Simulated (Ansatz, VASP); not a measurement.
**Pd in VASP and in Ansatz**

```
Pd
1.0
     0.00000    1.95778    1.95778
     1.95778    0.00000    1.95778
     1.95778    1.95778    0.00000
Pd
1
Direct
  0.00000 0.00000 0.00000
```

Change from the starting cell: volume scaled by 1.02, crystal datasets.

Alike in both runs: task electric field gradients; functional PBE; k mesh 18 × 18 × 18; occupations fermi-dirac, width 0.05 eV; no spin polarisation.

|  | VASP | Ansatz |
| --- | --- | --- |
| version | VASP 6.6.1 | Ansatz 0.2.0 |
| potentials or method | VASP PAW PBE potentials, release 64 (Pd), cutoff 520 eV | all-electron PAW with datasets made for the crystal, scalar-relativistic |

```tsv
	VASP	Ansatz	Ansatz less VASP
pressure (GPa)	3.4	3.6	+0.22
```

Ansatz ran all-electron here, and VASP with PAW potentials.
